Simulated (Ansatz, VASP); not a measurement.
PbS in VASP and in Ansatz

Contents of INCAR:

```
SYSTEM = PbS
PREC = Accurate ; ENCUT = 520
EDIFF = 1E-6 ; ISMEAR = 0
SIGMA = 0.03 ; LREAL = .FALSE.
LASPH = .TRUE. ; NELM = 80
ALGO = Normal ; ISIF = 2
LWAVE = .FALSE. ; LCHARG = .FALSE.
GGA = PE ; NBANDS = 17
```

File KPOINTS:

```
regular mesh
0
G
  10 10 10
  0 0 0
```

File POSCAR:

```
PbS
1.0
    0.0000000000      2.7426250000      2.7426250000
    2.9650000000     -0.2223750000      2.9650000000
    2.9650000000      2.9650000000     -0.2223750000
Pb S
1 1
Direct
    0.0000000000      0.0000000000      0.0000000000
    0.5000000000      0.5000000000      0.5000000000
```

Input for Ansatz:

```yaml
crystal:
  lattice:
    - [0.0, 2.742625, 2.742625]
    - [2.965, -0.222375, 2.965]
    - [2.965, 2.965, -0.222375]
  atoms:
    - { symbol: Pb, position: [0.0, 0.0, 0.0] }
    - { symbol: S, position: [0.5, 0.5, 0.5] }
basis:
  ecutwfc: 420
kpoints:
  mp_grid: { grid: [10, 10, 10] }
hamiltonian:
  xc: pbe
scf:
  occupations: { method: gaussian, width: 0.03 }
output:
  forces: true
  stress: true
  eigenvalues: true
```

Change from the starting cell: strain -0.1500 x Voigt [0, 0, 0, 1, 0, 0], atoms carried along.

Alike in both runs: task single point; functional PBE; k mesh 10 × 10 × 10; occupations gaussian, width 0.03 eV; no spin polarisation.

|  | VASP | Ansatz |
| --- | --- | --- |
| version | VASP 6.6.1 | Ansatz 0.2.0 |
| potentials or method | VASP PAW PBE potentials, release 64 (Pb_d, S), cutoff 520 eV | scalar-relativistic, plane waves, PAW |
| valence electrons in the cell | 20 | 20 |

VASP gave:

```
gap on the k mesh at the Fermi level (eV)                     : none
pressure (GPa)                                                : 2.1
traceless stress, the component that is largest in VASP (GPa) : 2.94
```

What did Ansatz give for the same quantities?

gap on the k mesh at the Fermi level (eV): none; pressure (GPa): 2.2; traceless stress, the component that is largest in VASP (GPa): 2.93.

A gap of «none» marks a metal or a gap that the smearing closes. The functional is the same, so the differences come from potentials, cutoffs and numerics.

Spin-orbit coupling is off throughout.
